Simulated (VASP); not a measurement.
# LiH (F-43m) in VASP: notebook

The runs below take LiH through relaxation of cell and atoms, single point, with HSE06, PBE0, r2SCAN0, HF.

All numbers are computed with VASP 6.6.1; they aren't measurements. Logs are shortened: lines on timing, memory, paths and dates and some standing lists are left out, and cuts for length are marked.

**1. The cell of the first run**

Symmetry: F-43m, No. 216, cubic system. Conventional cell: a = 4.290 Å, b = 4.290 Å, c = 4.290 Å, α = 90.00°, β = 90.00°, γ = 90.00°. Li (site symmetry -43m) has 4 H at 1.86 Å within 2.5 Å. H (site symmetry -43m) has 4 Li at 1.86 Å within 2.5 Å.

**2. Relaxation of cell and atoms, HSE06**

The input, POSCAR:

```
LiH
1.0
    0.0000000000      2.1451220264      2.1451220264
    2.1451220264      0.0000000000      2.1451220264
    2.1451220264      2.1451220264      0.0000000000
Li H
1 1
Direct
    0.0000000000      0.0000000000      0.0000000000
    0.2500000000      0.2500000000      0.2500000000
```

The input, INCAR.step1:

```
SYSTEM = LiH
ALGO = Normal ; EDIFF = 1E-5
ENCUT = 600 ; GGA = PE
ISMEAR = -1 ; LASPH = .TRUE.
LCHARG = .FALSE. ; LREAL = .FALSE.
LWAVE = .TRUE. ; NBANDS = 9
NELM = 60 ; PREC = Accurate
SIGMA = 0.02
```

The input, INCAR.step2:

```
SYSTEM = LiH
ALGO = Normal ; EDIFF = 1E-6
EDIFFG = -0.005 ; ENCUT = 600
GGA = PE ; HFSCREEN = 0.2079
IBRION = 2 ; ISIF = 3
ISMEAR = -1 ; ISTART = 1
LASPH = .TRUE. ; LCHARG = .FALSE.
LHFCALC = .TRUE. ; LREAL = .FALSE.
LWAVE = .FALSE. ; NELM = 60
NSW = 80 ; PREC = Accurate
PRECFOCK = Normal ; SIGMA = 0.02
```

The input, KPOINTS:

```
k-points
0
G
  6 6 6
  0 0 0
```

Potentials or basis: VASP PAW PBE potentials, release 64 (Li_sv, H).

Run with:

```
cat potpaw_PBE.64/Li_sv/POTCAR potpaw_PBE.64/H/POTCAR > POTCAR
cp INCAR.step1 INCAR
mpirun -np 1 vasp_std > vasp.out
cp INCAR.step2 INCAR
mpirun -np 1 vasp_std > vasp.out
```

OUTCAR:

```text
SYSTEM = LiH
   EDIFF = 1E-6
   EDIFFG = -0.005
   ENCUT = 600
   GGA = PE
   HFSCREEN = 0.2079
   IBRION = 2
   ISIF = 3
   ISMEAR = -1
   ISTART = 1
   LASPH = .TRUE.
   LHFCALC = .TRUE.
   LREAL = .FALSE.
   NELM = 60
   NSW = 80
   PREC = Accurate
   PRECFOCK = Normal

 ion  position               nearest neighbor table
   1  0.000  0.000  0.000-
   2  0.250  0.250  0.250-

  LATTYP: Found a face centered cubic cell.
 ALAT       =     4.2902440528

  Lattice vectors:

 A1 = (   0.0000000000,   2.1451220264,   2.1451220264)
 A2 = (   2.1451220264,   0.0000000000,   2.1451220264)
 A3 = (   2.1451220264,   2.1451220264,   0.0000000000)

Analysis of symmetry for initial positions (statically):
=====================================================================
 Subroutine PRICEL returns:
 Original cell was already a primitive cell.

 Routine SETGRP: Setting up the symmetry group for a
 face centered cubic supercell.

 Subroutine GETGRP returns: Found 24 space group operations
 (whereof 24 operations were pure point group operations)
 out of a pool of 48 trial point group operations.

The static configuration has the point symmetry T_d .

Analysis of symmetry for dynamics (positions and initial velocities):
=====================================================================
 Subroutine PRICEL returns:
 Original cell was already a primitive cell.

 Routine SETGRP: Setting up the symmetry group for a
 face centered cubic supercell.

 Subroutine GETGRP returns: Found 24 space group operations
 (whereof 24 operations were pure point group operations)
 out of a pool of 48 trial point group operations.

The dynamic configuration has the point symmetry T_d .

 Subroutine INISYM returns: Found 24 space group operations
 (whereof 24 operations are pure point group operations),
 and found     1 'primitive' translations

----------------------------------------------------------------------------------------

                                     Primitive cell

  volume of cell :      19.7418

  direct lattice vectors                    reciprocal lattice vectors
     0.000000000  2.145122026  2.145122026    -0.233086973  0.233086973  0.233086973
     2.145122026  0.000000000  2.145122026     0.233086973 -0.233086973  0.233086973
     2.145122026  2.145122026  0.000000000     0.233086973  0.233086973 -0.233086973

  length of vectors
     3.033660663  3.033660663  3.033660663     0.403718480  0.403718480  0.403718480

  position of ions in fractional coordinates (direct lattice)
     0.000000000  0.000000000  0.000000000
     0.250000000  0.250000000  0.250000000

  ion indices of the primitive-cell ions
   primitive index   ion index
                 1           1
                 2           2

----------------------------------------------------------------------------------------

 KPOINTS: k-points

Automatic generation of k-mesh.
 Grid dimensions read from file:
 generate k-points for:    6    6    6

 Generating k-lattice:

  Cartesian coordinates                     Fractional coordinates (reciprocal lattice)
    -0.038847829  0.038847829  0.038847829     0.166666667  0.000000000  0.000000000
     0.038847829 -0.038847829  0.038847829     0.000000000  0.166666667  0.000000000
     0.038847829  0.038847829 -0.038847829     0.000000000  0.000000000  0.166666667

  Length of vectors
     0.067286413  0.067286413  0.067286413

  Shift w.r.t. Gamma in fractional coordinates (k-lattice)
     0.000000000  0.000000000  0.000000000

 Subroutine IBZKPT returns following result:
 ===========================================

 Found     16 irreducible k-points:

 Following reciprocal coordinates:
            Coordinates               Weight
  0.000000  0.000000  0.000000      1.000000
  0.166667  0.000000  0.000000      8.000000
  0.333333  0.000000  0.000000      8.000000
  0.500000  0.000000  0.000000      4.000000
  0.166667  0.166667  0.000000      6.000000
  0.333333  0.166667  0.000000     24.000000
[... 8 lines left out ...]
 -0.333333  0.333333  0.166667     24.000000
 -0.333333  0.500000  0.166667     12.000000
   k-points           NKPTS =     16   k-points in BZ     NKDIM =    216   number of bands    NBANDS=      6
   number of dos      NEDOS =    301   number of ions     NIONS =      2
   total plane-waves  NPLWV =  13824
   dimension x,y,z NGX =    24 NGY =   24 NGZ =   24
   dimension x,y,z NGXF=    48 NGYF=   48 NGZF=   48
   ions per type =               1   1
   NGX,Y,Z   is equivalent  to a cutoff of  13.15, 13.15, 13.15 a.u.
   NGXF,Y,Z  is equivalent  to a cutoff of  26.30, 26.30, 26.30 a.u.
 SYSTEM =  LiH
   PREC   = accura    normal or accurate (medium, high low for compatibility)
   ISTART =      1    job   : 0-new  1-cont  2-samecut
   ICHARG =      0    charge: 1-file 2-atom 10-const
   ISPIN  =      1    spin polarized calculation?
   LNONCOLLINEAR =      F non collinear calculations
   LSORBIT =      F    spin-orbit coupling
   LASPH  =      T    aspherical Exc in radial PAW
   ENCUT  =  600.0 eV  44.10 Ry    6.64 a.u.   6.06  6.06  6.06*2*pi/ulx,y,z
   NELM   =     60;   NELMIN=  2; NELMDL=  0     # of ELM steps
   EDIFF  = 0.1E-05   stopping-criterion for ELM
   LREAL  =      F    real-space projection
   EDIFFG = -.5E-02   stopping-criterion for IOM
   NSW    =     80    number of steps for IOM
   IBRION =      2    ionic relax: 0-MD 1-quasi-New 2-CG
   NFREE  =      1    steps in history (QN), initial steepest desc. (CG)
   ISIF   =      3    stress and relaxation
   ISYM   =      3    0-nonsym 1-usesym 2-fastsym
   POTIM  = 0.5000    time-step for ionic-motion
   TEBEG  =    0.0;   TEEND  =   0.0 temperature during run
   PSTRESS=    0.0 pullay stress
   NELECT =       4.0000    total number of electrons
   NUPDOWN=      -1.0000    fix difference up-down
   EMIN   =  10.00;   EMAX   =-10.00  energy-range for DOS
   EFERMI =   0.00;   METHOD = LEGACY
   ISMEAR =    -1;   SIGMA  =   0.02  broadening in eV -4-tet -1-fermi 0-gaus
   EFERMI_NEDOS =   21; number of points for ismear=-14 and -15
   IALGO  =     38    algorithm
   IMIX   =      1    mixing-type and parameters
     AMIX     =   0.40;   BMIX     =  1.00
     AMIX_MAG =   1.60;   BMIX_MAG =  1.00
  volume/ion in A,a.u.               =       9.87        66.61
  Fermi-wavevector in a.u.,A,eV,Ry     =   0.961537  1.817042 12.579322  0.924554
  Thomas-Fermi vector in A             =   2.090918
   LORBIT       =      0    0 simple, 1 ext, 2 COOP (PROOUT), +10 PAW based schemes
   GGA     = PE    functional components
   LHFCALC =     T    Hartree Fock is set to
   PRECFOCK=normal    Normal, Fast or Accurate (Low or Medium for compatibility)
   ENCUT4O =  -1.0   cutoff for four orbital integrals eV
   NKREDX  =     1    reduce k-point grid by
   NKREDY  =     1    reduce k-point grid by
   NKREDZ  =     1    reduce k-point grid by
   AEXX    =    0.2500 exact exchange contribution
   HFSCREEN=    0.2079 screening length (either q_TF or 0.3 A-1)
   HFSCREENC=   0.2079 screening length for correlation (either q_TF or 0.3 A-1)
   ENCUTFOCK=  -1.0 apply spherical cutoff to Coloumb kernel
   IVDW    =     0    specifies the selected vdW correction
   LEPSILON=     F    determine dielectric tensor
   LRPA    =     F    only Hartree local field effects (RPA)
 conjugate gradient relaxation of ions
 non-spin polarized calculation
  energy-cutoff  :      600.00
  volume of cell :       19.74
 maximum number of plane-waves:       680
  NGX = 20; NGY = 20; NGZ = 20

--------------------------------------- Ionic step        1  -------------------------------------------

 number of electron       3.9999993 magnetization

 Free energy of the ion-electron system (eV)
  ---------------------------------------------------
  ext. energy  EPLUGINS =         0.00000000
  ---------------------------------------------------
  free energy    TOTEN  =        -6.68330210 eV

  energy without entropy =       -6.68330210  energy(sigma->0) =       -6.68330210

------------------------ aborting loop because EDIFF is reached ----------------------------------------

  FORCE on cell =-STRESS in cart. coord.  units (eV):
  Direction    XX          YY          ZZ          XY          YZ          ZX
  --------------------------------------------------------------------------------------
  -------------------------------------------------------------------------------------
  Total       -0.0655230     -0.0655230     -0.0655230     -0.0000000      0.0000000      0.0000000
  in kB       -5.3176342     -5.3176342     -5.3176342     -0.0000000      0.0000000      0.0000000
  external PRESSURE =      -5.3176342 kB  Pullay stress =       0.0000000 kB

 VOLUME and BASIS-vectors are now :
 -----------------------------------------------------------------------------
  energy-cutoff  :      600.00
  volume of cell :       19.74
      direct lattice vectors                 reciprocal lattice vectors
     0.000000000  2.145122026  2.145122026    -0.233086973  0.233086973  0.233086973
     2.145122026  0.000000000  2.145122026     0.233086973 -0.233086973  0.233086973
     2.145122026  2.145122026  0.000000000     0.233086973  0.233086973 -0.233086973
[... 37 lines left out ...]
 POSITION                                       TOTAL-FORCE (eV/Angst)
 -----------------------------------------------------------------------------------
      4.28346      4.28346      4.28346         0.000000      0.000000      0.000000
      1.07087      1.07087      1.07087        -0.000000     -0.000000     -0.000000
 -----------------------------------------------------------------------------------
    total drift:                                0.000002      0.000000      0.000001

  FREE ENERGIE OF THE ION-ELECTRON SYSTEM (eV)
  ---------------------------------------------------
  free  energy   TOTEN  =        -6.6835568744 eV

  energy  without entropy=       -6.6835568744  energy(sigma->0) =       -6.68355687

--------------------------------------- Ionic step        3  -------------------------------------------

 number of electron       3.9999994 magnetization

 Free energy of the ion-electron system (eV)
  ---------------------------------------------------
  ext. energy  EPLUGINS =         0.00000000
  ---------------------------------------------------
  free energy    TOTEN  =        -6.68386076 eV

  energy without entropy =       -6.68386076  energy(sigma->0) =       -6.68386076

 E-fermi :  -2.0391     XC(G=0):  -6.5222

 val. band max:       -2.4707600214   @ k =  -0.3333   0.5000   0.1667
 cond. band min:       2.9088223555   @ k =   0.5000   0.0000   0.0000
 fundamental gap:      5.3795823769
 Fermi energy:        -2.0390825044

 k-point     1 :       0.0000    0.0000    0.0000
  band No.  band energies     occupation
      1     -48.5808      2.00000
      2      -6.5735      2.00000
      3      12.4766      0.00000
      4      16.6836      0.00000
      5      16.6836      0.00000
      6      16.6836      0.00000

 k-point     2 :       0.1667    0.0000    0.0000
  band No.  band energies     occupation
      1     -48.5739      2.00000
      2      -6.0702      2.00000
      3       9.7327      0.00000
      4      15.1221      0.00000
      5      15.5345      0.00000
      6      15.5345      0.00000
[... 146 lines left out ...]
 POSITION                                       TOTAL-FORCE (eV/Angst)
 -----------------------------------------------------------------------------------
      0.00000      0.00000      0.00000         0.000000      0.000000      0.000000
      1.06593      1.06593      1.06593        -0.000000     -0.000000     -0.000000
 -----------------------------------------------------------------------------------
    total drift:                                0.000002      0.000000      0.000001

  FREE ENERGIE OF THE ION-ELECTRON SYSTEM (eV)
  ---------------------------------------------------
  free  energy   TOTEN  =        -6.6838607563 eV

  energy  without entropy=       -6.6838607563  energy(sigma->0) =       -6.68386076

 reached required accuracy - stopping structural energy minimisation
```

Run time: 1.8 min. Hardware: 1 thread of Intel Xeon 6975P-C (Granite Rapids), shared host; peak memory 0.23 GiB.

Results:

- Free energy: -6.6839 eV
- Relaxed volume: 9.69 Å³/atom
- Relaxed cell: a = 3.015 Å, b = 3.015 Å, c = 3.015 Å, α = 60.00°, β = 60.00°, γ = 60.00°
- Space group after relaxing (to 0.1 Å): F-43m (No. 216)
- Energy gained by relaxing: 0.3 meV/atom
- Ionic steps: 3
- Pressure after relaxing: 0.0 GPa
- Band gap on the k mesh: 5.38 eV (least direct gap 6.47 eV)

Step by step:
| step | energy change (eV) | largest force (eV/Å) | pressure (GPa) | volume (Å³) |
| --- | --- | --- | --- | --- |
| 1 | 0.0000 | 0.0000 | -0.53 | 19.74 |
| 2 | -0.0003 | 0.0000 | -0.40 | 19.65 |
| 3 | -0.0006 | 0.0000 | -0.02 | 19.38 |

Final structure:
```yaml
crystal:
  lattice:
    - [0.00000, 2.13185, 2.13185]
    - [2.13185, 0.00000, 2.13185]
    - [2.13185, 2.13185, 0.00000]
  atoms:
    - { symbol: Li, position: [0.00000, 0.00000, 0.00000] }
    - { symbol: H, position: [0.25000, 0.25000, 0.25000] }
```

Levels at points of the mesh, in eV from the valence-band top:
```tsv
k point	band 1	band 2	band 3	band 4	band 5
(0.00, 0.00, 0.00)	-46.11	-4.10	14.95	19.15	19.15
(0.50, 0.00, 0.00)	-46.08	-1.09	5.38	16.88	16.88
(0.50, 0.50, 0.00)	-46.07	-0.28	8.49	11.46	12.33
```

Caveat: the k points lie up to 0.43 Å⁻¹ apart in the final cell; the cutoff is under 1.25 times the usual one of these potentials, so pressure, stress and relaxed cells hold a basis-set (Pulay) error; the PAW data sets were made with another functional, which shifts forces and pressure a little. A k mesh can miss the band edges.

**3. Single point, HSE06**

POSCAR is that of step 2.

The input, INCAR.step1:

```
  ALGO = Normal
  EDIFF = 1E-5
  ENCUT = 520
  GGA = PE
  ISIF = 2
  ISMEAR = 0
  LASPH = True
  LCHARG = False
  LREAL = False
  LWAVE = True
  NBANDS = 9
  NELM = 100
  PREC = Accurate
  SIGMA = 0.01
```

The input, INCAR.step2:

```
  ALGO = Normal
  EDIFF = 1E-6
  ENCUT = 520
  GGA = PE
  HFSCREEN = 0.2079
  ISIF = 2
  ISMEAR = 0
  ISTART = 1
  LASPH = True
  LCHARG = False
  LHFCALC = True
  LREAL = False
  LWAVE = False
  NBANDS = 9
  NELM = 100
  PREC = Accurate
  PRECFOCK = Normal
  SIGMA = 0.01
```

The input, KPOINTS:

```
k-points
0
Gamma
  8 8 8
```

Potentials or basis: VASP PAW PBE potentials, release 64 (Li_sv, H).

Run with:

```
cat potpaw_PBE.64/Li_sv/POTCAR potpaw_PBE.64/H/POTCAR > POTCAR
cp INCAR.step1 INCAR
mpirun -np 1 vasp_std > vasp.out
cp INCAR.step2 INCAR
mpirun -np 1 vasp_std > vasp.out
```

Run time: 2.1 min. Hardware: 1 thread of Intel Xeon 6975P-C (Granite Rapids), shared host; peak memory 0.25 GiB.

Results (log left out):

```
Free energy            : -6.6827 eV
Band gap on the k mesh : 5.25 eV (least direct gap 6.42 eV)
```

Levels at points of the mesh, in eV from the valence-band top:
| k point | band 1 | band 2 | band 3 | band 4 | band 5 | band 6 | band 7 |
| --- | --- | --- | --- | --- | --- | --- | --- |
| (0.00, 0.00, 0.00) | -46.26 | -4.15 | 14.66 | 18.86 | 18.86 | 18.86 | 21.41 |
| (0.50, 0.00, 0.00) | -46.24 | -1.17 | 5.24 | 16.61 | 16.61 | 17.62 | 20.44 |
| (0.50, 0.50, 0.00) | -46.23 | -0.37 | 8.32 | 11.25 | 12.13 | 12.13 | 19.92 |

Caveat: the cutoff is under 1.25 times the usual one of these potentials, so pressure, stress and relaxed cells hold a basis-set (Pulay) error; the PAW data sets were made with another functional, which shifts forces and pressure a little. A k mesh can miss the band edges.

**4. Single point, PBE0**

POSCAR is that of step 3.

The input, INCAR.step1:

```
SYSTEM = LiH
PREC = Accurate
ENCUT = 520
EDIFF = 1E-5
ISMEAR = 0
SIGMA = 0.01
LREAL = .FALSE.
LASPH = .TRUE.
NELM = 100
ALGO = Normal
ISIF = 2
LWAVE = .TRUE.
LCHARG = .FALSE.
GGA = PE
NBANDS = 9
```

The input, INCAR.step2:

```
SYSTEM = LiH
PREC = Accurate
ENCUT = 520
EDIFF = 1E-6
ISMEAR = 0
SIGMA = 0.01
LREAL = .FALSE.
LASPH = .TRUE.
NELM = 100
ALGO = Normal
ISIF = 2
LWAVE = .FALSE.
LCHARG = .FALSE.
GGA = PE
LHFCALC = .TRUE.
AEXX = 0.25
PRECFOCK = Normal
ISTART = 1
NBANDS = 9
```

The input, KPOINTS:

```
Automatic mesh
0
G
  8 8 8
  0 0 0
```

Run with:

```
cat potpaw_PBE.64/Li_sv/POTCAR potpaw_PBE.64/H/POTCAR > POTCAR
cp INCAR.step1 INCAR
mpirun -np 1 vasp_std > vasp.out
cp INCAR.step2 INCAR
mpirun -np 1 vasp_std > vasp.out
```

Wall time 2.3 min (1 thread of Intel Xeon 6975P-C (Granite Rapids), shared host); peak memory 0.15 GiB.

The run converged. Its results:

- Free energy: -7.0318 eV
- Band gap on the k mesh: 5.97 eV (least direct gap 7.16 eV)

Levels at points of the mesh, in eV from the valence-band top:
```tsv
k point	band 1	band 2	band 3	band 4	band 5
(0.00, 0.00, 0.00)	-46.30	-4.21	15.41	19.65	19.65
(0.50, 0.00, 0.00)	-46.27	-1.19	5.97	17.40	17.40
(0.50, 0.50, 0.00)	-46.26	-0.38	9.07	11.99	12.91
```

Caveat: the cutoff is under 1.25 times the usual one of these potentials, so pressure, stress and relaxed cells hold a basis-set (Pulay) error; the PAW data sets were made with another functional, which shifts forces and pressure a little. A k mesh can miss the band edges.

(Part 1 of 2 ends here.)
